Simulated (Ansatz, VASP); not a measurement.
# One calculation of TePt2, two programs

Contents of INCAR:

```
  ALGO = Fast
  EDIFF = 1E-6
  EDIFFG = -0.08
  ENCUT = 600
  GGA = PE
  IBRION = 2
  ISIF = 3
  ISMEAR = 0
  LASPH = True
  LCHARG = False
  LREAL = False
  LWAVE = False
  NELM = 100
  NSW = 36
  PREC = Accurate
  SIGMA = 0.2
```

KPOINTS

```
k-points
0
Gamma
  4 4 2
```

Contents of POSCAR:

```
TePt2
1.0
    4.0000000000      0.0000000000      0.0000000000
    0.0000000000      4.0000000000      0.0000000000
    0.0000000000      0.0000000000      7.9500000000
Te Pt
2 4
Direct
    0.2500000000      0.0000000000      0.6650000000
    0.7500000000      0.0000000000      0.3350000000
    0.7500000000      0.0000000000      0.8800000000
    0.2500000000      0.5000000000      0.8800000000
    0.2500000000      0.0000000000      0.1200000000
    0.7500000000      0.5000000000      0.1200000000
```

Input for Ansatz:

```yaml
crystal:
  lattice:
    - [4.0, 0.0, 0.0]
    - [0.0, 4.0, 0.0]
    - [0.0, 0.0, 7.95]
  atoms:
    - { symbol: Te, position: [0.25, 0.0, 0.665] }
    - { symbol: Te, position: [0.75, 0.0, 0.335] }
    - { symbol: Pt, position: [0.75, 0.0, 0.88] }
    - { symbol: Pt, position: [0.25, 0.5, 0.88] }
    - { symbol: Pt, position: [0.25, 0.0, 0.12] }
    - { symbol: Pt, position: [0.75, 0.5, 0.12] }
basis:
  ecutwfc: 420
kpoints:
  mp_grid: { grid: [4, 4, 2] }
hamiltonian:
  xc: pbe
scf:
  occupations: { method: gaussian, width: 0.2 }
  lower_state_search: "off"
output:
  forces: true
  stress: true
  eigenvalues: true
relax:
  adjacent_minimum: "off"
  f_tol: 0.08
  max_steps: 16
  cell: { stress_tol: 0.8 }
```

Alike in both runs: task relaxation of cell and atoms; functional PBE; k mesh 4 × 4 × 2; occupations gaussian, width 0.2 eV; no spin polarisation.

```csv
,VASP,Ansatz
version,VASP 6.6.1,Ansatz 0.2.0
potentials or method,"VASP PAW PBE potentials, release 64 (Te, Pt), cutoff 600 eV","scalar-relativistic, plane waves, PAW"
valence electrons in the cell,52,104
```

```csv
,VASP,Ansatz,Ansatz less VASP
"gap on the k mesh at the Fermi level, each at its own relaxed structure (eV)",none,none,-
relaxed volume (Å³/atom),23.92,23.95,+0.033
relaxed cell length with the largest relative difference (Å),8.954,9.076,+0.1216
```

A gap of «none» marks a metal or a gap that the smearing closes. VASP's potentials hold 52 valence electrons a cell and Ansatz's 104, so a difference there can come from the potentials and not from the codes.

The k mesh is coarse, so the values compare programs but aren't converged. Neither program's run includes spin-orbit coupling.
